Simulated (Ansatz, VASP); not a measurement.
**Pb in VASP and in Ansatz**

POSCAR

```
Pb
1.0
    3.4238618303      0.0000000000      0.0000000000
   -1.7119309152      2.9651513241      0.0000000000
    0.0000000000      0.0000000000      5.7748140877
Pb
2
Direct
    0.3333333333      0.6666666667      0.2500000000
    0.6666666667      0.3333333333      0.7500000000
```

Contents of INCAR.step1:

```
PREC = Accurate
ENCUT = 520
ISMEAR = 0
SIGMA = 0.15
LREAL = False
LASPH = True
NELM = 60
NBANDS = 21
GGA = PE
ALGO = Normal
EDIFF = 1E-4
LWAVE = True
LCHARG = False
```

The input INCAR.step2:

```
PREC = Accurate
ENCUT = 520
EDIFF = 1E-6
ISMEAR = 0
SIGMA = 0.15
LREAL = False
LASPH = True
NELM = 60
ALGO = Normal
ISIF = 2
LWAVE = False
LCHARG = True
METAGGA = R2SCAN
LMIXTAU = True
LELF = True
LVHAR = True
NBANDS = 21
ISTART = 1
```

KPOINTS

```
Automatic mesh
0
Gamma
  18 18 10
```

Input for Ansatz:

```yaml
crystal:
  lattice:
    - [3.4238618303, 0.0, 0.0]
    - [-1.7119309152, 2.9651513241, 0.0]
    - [0.0, 0.0, 5.7748140877]
  atoms:
    - { symbol: Pb, position: [0.3333333333, 0.6666666667, 0.25] }
    - { symbol: Pb, position: [0.6666666667, 0.3333333333, 0.75] }
basis:
  ecutwfc: 500
kpoints:
  mp_grid: { grid: [18, 18, 10] }
hamiltonian:
  xc: r2scan
scf:
  occupations: { method: gaussian, width: 0.15 }
output:
  forces: true
  stress: true
  eigenvalues: true
```

Alike in both runs: task single point; functional r2SCAN; k mesh 18 × 18 × 10; occupations gaussian, width 0.15 eV; no spin polarisation.

|  | VASP | Ansatz |
| --- | --- | --- |
| version | VASP 6.6.1 | Ansatz 0.2.0 |
| potentials or method | VASP PAW PBE potentials, release 64 (Pb_d), cutoff 520 eV | scalar-relativistic, plane waves, PAW |
| valence electrons in the cell | 28 | 28 |

|  | VASP | Ansatz | Ansatz less VASP |
| --- | --- | --- | --- |
| gap on the k mesh at the Fermi level (eV) | none | none | - |
| pressure (GPa) | 2.8 | 2.8 | -0.01 |
| traceless stress, the component that is largest in VASP (GPa) | -0.51 | -0.50 | +0.007 |

VASP's potentials were made for PBE, not for r2SCAN. A gap of «none» marks a metal or a gap that the smearing closes.

Spin-orbit coupling is off throughout.
